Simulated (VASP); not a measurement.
Crystal: BeB.

```
Be B
1.0
     1.95713    0.00000    0.00000
    -0.97856    1.69492    0.00000
     0.00000    0.00000    5.24856
Be B
1 1
Cartesian
  0.0000 0.0000 2.6243
  0.0000 0.0000 0.0000
```

The cell was generated, and may not be a known phase.

- Program: VASP 6.6.1
- Task: relaxation of cell and atoms
- Functional: PBE
- Potentials or basis: VASP PAW PBE potentials, release 64 (Be, B)
- Cutoff: 600 eV
- k mesh: 33 × 33 × 10
- Occupations: gaussian, width 0.1 eV
- Spin: no spin polarisation

At the start: pressure -1.0 GPa; volume 8.71 Å³/atom.

Problem. Where does the relaxation end?

Solution. Over 9 steps the energy falls by 2.2 meV/atom and the volume is 8.44 Å³/atom (-3.0 %); space group P6/mmm (No. 191, to 0.1 Å) before and after.

Step by step:
| step | energy change (eV) | largest force (eV/Å) | pressure (GPa) | volume (Å³) |
| --- | --- | --- | --- | --- |
| 1 | 0.0000 | 0.0000 | -0.96 | 17.41 |
| 2 | -0.0012 | 0.0000 | -0.39 | 17.28 |
| 3 | -0.0024 | 0.0000 | 1.13 | 16.95 |
| 4 | -0.0031 | 0.0000 | 0.98 | 16.92 |
| 5 | -0.0043 | 0.0000 | 0.54 | 16.85 |
| 6 | -0.0044 | 0.0000 | 0.37 | 16.82 |
| 7 | -0.0044 | 0.0000 | 0.40 | 16.82 |
| 8 | -0.0045 | 0.0000 | 0.21 | 16.86 |
| 9 | -0.0045 | 0.0000 | 0.02 | 16.89 |

Final structure:
```
Be B
1.0
     1.96128    0.00000    0.00000
    -0.98064    1.69852    0.00000
     0.00000    0.00000    5.06948
Be B
1 1
Cartesian
  0.0000 0.0000 2.5347
  0.0000 0.0000 0.0000
```
